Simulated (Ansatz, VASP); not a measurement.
**Pd in VASP and in Ansatz**

The input INCAR:

```
SYSTEM = Pd
PREC     = Accurate       ! precision mode
ENCUT    = 520            ! plane-wave cutoff, eV
EDIFF    = 1E-6           ! SCF threshold, eV
ISMEAR   = 0              ! smearing method
SIGMA    = 0.1            ! smearing width, eV
LREAL    = .FALSE.        ! projectors in reciprocal space
LASPH    = .TRUE.         ! aspherical terms in the spheres
NELM     = 100            ! most SCF steps
ALGO     = Normal         ! electronic algorithm
ISIF     = 2              ! what is computed and relaxed
LWAVE    = .FALSE.        ! write WAVECAR
LCHARG   = .FALSE.        ! write CHGCAR
NBANDS   = 17             ! bands
```

KPOINTS

```
regular mesh
0
G
  12 12 6
  0 0 0
```

The input POSCAR:

```
Pd
1.0
    2.7836650500      0.0000000000      0.0000000000
   -1.3918325200      2.4107246500      0.0000000000
    0.0000000000      0.0000000000      4.6288930000
Pd
2
Direct
    0.6666666687      0.3333333278      0.7500000000
    0.3333333292      0.6666666680      0.2500000000
```

Input for Ansatz:

```yaml
crystal:
  lattice:
    - [2.78366505, 0.0, 0.0]
    - [-1.39183252, 2.41072465, 0.0]
    - [0.0, 0.0, 4.628893]
  atoms:
    - { symbol: Pd, position: [0.6666666686910947, 0.3333333278024929, 0.7500000000000001] }
    - { symbol: Pd, position: [0.33333332923484, 0.6666666680493767, 0.25] }
kpoints:
  mp_grid:
    grid: [12, 12, 6]
    shift: [0.0, 0.0, 0.0]
hamiltonian:
  xc: lda
  pseudopotentials:
    kind: paw
scf:
  convergence:
    dr2_threshold: 1.0e-08
  lower_state_search: light
  occupations:
    method: gaussian
    width: 0.1
output:
  forces: true
  stress: true
  eigenvalues: true
```

Alike in both runs: task single point; functional LDA; k mesh 12 × 12 × 6; occupations gaussian, width 0.1 eV; no spin polarisation.

```csv
,VASP,Ansatz
version,VASP 6.6.1,Ansatz 0.2.0
potentials or method,"VASP PAW LDA potentials, release 64 (Pd)","plane waves, PAW"
plane-wave cutoff (eV),520,420
valence electrons in the cell,20,36
```

|  | VASP | Ansatz | Ansatz less VASP |
| --- | --- | --- | --- |
| gap on the k mesh at the Fermi level (eV) | none | none | - |
| pressure (GPa) | -15.4 | -15.7 | -0.23 |
| traceless stress, the component that is largest in VASP (GPa) | 0.76 | 0.85 | +0.094 |

LDA's correlation is that of Perdew and Zunger in VASP and of Perdew and Wang (1992) in Ansatz. A gap of «none» marks a metal or a gap that the smearing closes. VASP's potentials hold 20 valence electrons a cell and Ansatz's 36, so a difference there can come from the potentials and not from the codes. Ansatz's warnings: stress scf threshold loose.
